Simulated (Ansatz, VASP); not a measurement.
## Two plane-wave programs on Si

File INCAR:

```
SYSTEM = Si
  ALGO = Normal
  EDIFF = 1E-6
  ENCUT = 520
  GGA = PE
  ISIF = 2
  ISMEAR = 0
  LASPH = .True.
  LCHARG = .True.
  LELF = .True.
  LREAL = .False.
  LVHAR = .True.
  LWAVE = .False.
  NBANDS = 26
  NELM = 80
  PREC = Accurate
  SIGMA = 0.15
```

KPOINTS

```
k-points
0
Gamma
  10 10 10
  0 0 0
```

File POSCAR:

```
Si
1.0
   -3.2382772938      3.2382772938      3.2382772938
    3.2382772938     -3.2382772938      3.2382772938
    3.2382772938      3.2382772938     -3.2382772938
Si
8
Direct
    0.2028545115      0.2028545115      0.2028545115
    0.5000000000      0.0000000000      0.2971454885
    0.2971454885      0.5000000000      0.0000000000
    0.0000000000      0.2971454885      0.5000000000
    0.7971454885      0.7971454885      0.7971454885
    0.5000000000      0.0000000000      0.7028545115
    0.7028545115      0.5000000000      0.0000000000
    0.0000000000      0.7028545115      0.5000000000
```

Input for Ansatz:

```yaml
crystal:
  lattice:
    - [-3.2382772938, 3.2382772938, 3.2382772938]
    - [3.2382772938, -3.2382772938, 3.2382772938]
    - [3.2382772938, 3.2382772938, -3.2382772938]
  atoms:
    - { symbol: Si, position: [0.2028545115, 0.2028545115, 0.2028545115] }
    - { symbol: Si, position: [0.5, 0.0, 0.2971454885] }
    - { symbol: Si, position: [0.2971454885, 0.5, 0.0] }
    - { symbol: Si, position: [0.0, 0.2971454885, 0.5] }
    - { symbol: Si, position: [0.7971454885, 0.7971454885, 0.7971454885] }
    - { symbol: Si, position: [0.5, 0.0, 0.7028545115] }
    - { symbol: Si, position: [0.7028545115, 0.5, 0.0] }
    - { symbol: Si, position: [0.0, 0.7028545115, 0.5] }
basis:
  ecutwfc: 420
kpoints:
  mp_grid: { grid: [10, 10, 10] }
hamiltonian:
  xc: pbe
  pseudopotentials: { kind: paw, azcp: { folder: soft_1 } }
scf:
  occupations: { method: gaussian, width: 0.15 }
output:
  forces: true
  stress: true
  eigenvalues: true
```

Alike in both runs: task single point; functional PBE; k mesh 10 × 10 × 10; occupations gaussian, width 0.15 eV; no spin polarisation.

```csv
,VASP,Ansatz
version,VASP 6.6.1,Ansatz 0.2.0
potentials or method,"VASP PAW PBE potentials, release 64 (Si), cutoff 520 eV","scalar-relativistic, plane waves, PAW"
valence electrons in the cell,32,32
```

|  | VASP | Ansatz | Ansatz less VASP |
| --- | --- | --- | --- |
| gap on the k mesh at the Fermi level (eV) | none | none | - |
| pressure (GPa) | 9.4 | 9.5 | +0.09 |
| rms of the force components (eV/Å) | 0.244 | 0.246 | +0.0019 |

Atom by atom the forces differ by 0.002 eV/Å (rms over components). A gap of «none» marks a metal or a gap that the smearing closes.
